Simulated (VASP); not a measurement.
CuO (Tenorite):

```
Cu O
1.0
     2.32891   -1.70190    0.00000
     2.32891    1.70190    0.00000
    -0.85478    0.00000    5.02548
Cu O
2 2
Direct
  0.49680 0.00320 0.50000
  0.00320 0.49680 0.00000
  0.40560 0.57140 0.75370
  0.57140 0.40560 0.25370
```

This cell differs from its parent crystal: volume scaled by 0.98.

Base run:

* Program: VASP 6.6.1
* Functional: PBEsol
* Potentials or basis: VASP PAW PBE potentials, release 64 (Cu, O)
* Cutoff: 520 eV
* k mesh: 10 × 10 × 5
* Occupations: fermi-dirac, width 0.05 eV
* Spin: no spin polarisation

Its results: band gap on the k mesh zero (band 17 reaches 6.07 eV, above the bottom of band 18 at 5.46 eV); pressure 1.7 GPa; largest force 0.804 eV/Å.

Task: After a change of settings the same cell gave: band gap on the k mesh zero (band 17 reaches 5.90 eV, above the bottom of band 18 at 5.29 eV); pressure -5.3 GPa; largest force 0.793 eV/Å. Which change was it?
A. functional from PBEsol to LDA; potentials or basis from VASP PAW PBE potentials, release 64 (Cu, O) to VASP PAW LDA potentials, release 64 (Cu, O)
B. functional from PBEsol to r2SCAN; further incar settings from ALGO = Normal; EDIFF = 1e-06; NBANDS = 25 to ALGO = Normal; EDIFF = 1e-07; NBANDS = 25
C. functional from PBEsol to RPBE; further incar settings from ALGO = Normal; EDIFF = 1e-06; NBANDS = 25 to ALGO = Normal; EDIFF = 1e-07; NBANDS = 25

Result: A.

Caveats: semilocal functionals often make such compounds metallic where correlation or magnetic order opens a gap, which also shifts bond lengths; the PAW data sets were made with another functional, which shifts forces and pressure a little (some runs).
